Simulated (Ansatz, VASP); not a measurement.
# One calculation of H, two programs

INCAR

```
ALGO = Normal ; EDIFF = 1E-8
ENCUT = 400 ; GGA = PE
GGA_COMPAT = False ; ISIF = 2
ISMEAR = -1 ; LASPH = True
LCHARG = False ; LEFG = True
LREAL = False ; LWAVE = False
NBANDS = 8 ; NELM = 120
PREC = Accurate ; SIGMA = 0.05
```

Contents of KPOINTS:

```
k-points
0
Gamma
  17 17 9
```

The input POSCAR:

```
H
1.0
    1.9322960424      0.0289844406      0.0289844406
   -0.9410467593      1.6589252401      0.0106090416
    0.0285706820      0.0285706820      1.9047121369
H
2
Direct
    0.3333333333      0.6666666667      0.2500000000
    0.6666666667      0.3333333333      0.7500000000
```

Input for Ansatz:

```yaml
crystal:
  lattice:
    - [1.9322960424, 0.0289844406, 0.0289844406]
    - [-0.9410467593, 1.6589252401, 0.0106090416]
    - [0.028570682, 0.028570682, 1.9047121369]
  atoms:
    - { symbol: H, position: [0.3333333333, 0.6666666667, 0.25] }
    - { symbol: H, position: [0.6666666667, 0.3333333333, 0.75] }
kpoints:
  mp_grid: { grid: [17, 17, 9] }
scf:
  occupations: { method: fermi_dirac, width: 0.05 }
hamiltonian:
  xc: pbe
  pseudopotentials: { kind: paw }
output:
  forces: true
  stress: true
  eigenvalues: true
  efg: { contact_densities: true }
```

Change from the starting cell: equal xy, yz and zx shear strains of +3 %, PAW files.

Alike in both runs: task electric field gradients; functional PBE; k mesh 17 × 17 × 9; occupations fermi-dirac, width 0.05 eV; no spin polarisation.

|  | VASP | Ansatz |
| --- | --- | --- |
| version | VASP 6.6.1 | Ansatz 0.2.0 |
| potentials or method | VASP PAW PBE potentials, release 64 (H) | PAW with Ansatz's default frozen-core files, scalar-relativistic |
| plane-wave cutoff (eV) | 400 | 420 |
| valence electrons in the cell | 2 | 2 |

|  | VASP | Ansatz | Ansatz less VASP |
| --- | --- | --- | --- |
| pressure (GPa) | -1.9 | 0.1 | +2.06 |
| traceless stress, the component that is largest in VASP (GPa) | 3.91 | 3.94 | +0.036 |
| rms of the force components (eV/Å) | 0.022 | 0.022 | +0.0002 |
| size of Vzz on the site where it differs most (V/Å²) | 0.1 | 0.1 | -0.02 |

Atom by atom the forces differ by 0.000 eV/Å (rms over components). With one functional, cell and mesh, what is left measures potentials, basis and numerics.

The k mesh is coarse, so the values compare programs but aren't converged.
